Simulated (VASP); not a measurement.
Set up this calculation in VASP 6.6.1, as the native input.

| Property | Result |
| --- | --- |
| Task | electric field gradients |
| Functional | PBE |
| Potentials or basis | VASP PAW PBE potentials, release 64 (Sr_sv, Ti_sv, O) |
| Cutoff | 520 eV |
| k mesh | 7 × 7 × 7 |
| Occupations | fermi-dirac, width 0.05 eV |
| Spin | no spin polarisation |
| Dipole correction | no |
| Further INCAR settings | ALGO = Normal; EDIFF = 1e-08; NBANDS = 28 |

The structure of SrTiO3 lies in POSCAR:

```
SrTiO3
1.0
    3.9050000000      0.0390500000      0.0390500000
    0.0390500000      3.9050000000      0.0390500000
    0.0390500000      0.0390500000      3.9050000000
Sr Ti O
1 1 3
Direct
    0.0000000000      0.0000000000      0.0000000000
    0.5000000000      0.5000000000      0.5000000000
    0.0000000000      0.5000000000      0.5000000000
    0.5000000000      0.0000000000      0.5000000000
    0.5000000000      0.5000000000      0.0000000000
```

This cell differs from its parent crystal: equal xy, yz and zx shear strains of +2 %.

The input as run:

INCAR

```
SYSTEM = SrTiO3
PREC = Accurate ; ENCUT = 520
EDIFF = 1E-8 ; ISMEAR = -1
SIGMA = 0.05 ; LREAL = .FALSE.
LASPH = .TRUE. ; NELM = 80
ALGO = Normal ; ISIF = 2
LWAVE = .FALSE. ; LCHARG = .FALSE.
GGA = PE ; LEFG = .TRUE.
NBANDS = 28
```

KPOINTS

```
regular mesh
0
G
  7 7 7
  0 0 0
```

Potentials or basis: VASP PAW PBE potentials, release 64 (Sr_sv, Ti_sv, O).

The run is started by

```bash
$ cat potpaw_PBE.64/Sr_sv/POTCAR potpaw_PBE.64/Ti_sv/POTCAR potpaw_PBE.64/O/POTCAR > POTCAR
$ mpirun -np 1 vasp_std > vasp.out
```

It gave:

```
Pressure                                : 5.1 GPa
Band gap on the k mesh                  : 1.87 eV (least direct gap 2.11 eV)
Largest electric field gradient by atom : Sr +12.7; Ti -7.9; O +12.4 V/Å²
```

Caveat: the cell differs from its parent crystal (equal xy, yz and zx shear strains of +2 %); the cell stands under pressure; without QUAD_EFG the Cq values of the log hold for a quadrupole moment of 1 mb, not for the nuclei; an odd mesh through Γ misses points on the zone boundary, where band edges can lie.

Run time: 2.4 min on 1 thread of Intel Xeon 8259CL (shared host), peak memory 0.22 GiB.
